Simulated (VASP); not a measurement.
Runs of VASP 6.6.1 on ScTi3N3. The structure is that of space group P4/mmm (No. 123), or close to it. The cells are those of the table. 

```tsv
task	spin	cell	k mesh	cutoff (eV)	smearing	gap on the mesh (eV)	pressure (GPa)	moment (μB)	largest force (eV/Å)
single point	collinear, ferromagnetic start	a = 3.056, b = 3.056, c = 8.542 Å, 7 atoms	4 × 4 × 2	520	gaussian 0.15 eV	none	0.6	0.00	0.02
single point	off	a = 3.053, b = 3.053, c = 8.555 Å, 7 atoms	8 × 8 × 4	520	gaussian 0.2 eV	none	0.6	-	(a)
relaxation of cell and atoms	collinear, ferromagnetic start	relaxed from a = 3.100, b = 3.100, c = 8.850 Å, 7 atoms	4 × 4 × 2	600	gaussian 0.15 eV	none	0.0	0.00	0.05
single point	off	a = 3.158, b = 3.158, c = 8.796 Å, 7 atoms	10 × 10 × 4	520	gaussian 0.1 eV	none	-15.9	-	0.02
relaxation of shape and atoms at fixed volume	off	relaxed from a = 3.155, b = 3.155, c = 8.815 Å, 7 atoms	10 × 10 × 4	600	gaussian 0.1 eV	none	-16.0	-	0.01
```

Alike in all rows: level PBE; potentials or basis VASP PAW PBE potentials, release 64 (Sc_sv, Ti_sv, N).

Question: Fill in the values left out.

Answer: (a) 0.07.

Caveats: some runs use coarse meshes; the relaxation stopped at a loose force limit of 0.08 eV/Å, so its end isn't a converged minimum (some runs).

A gap of «none» marks levels without a gap at the run's occupations.
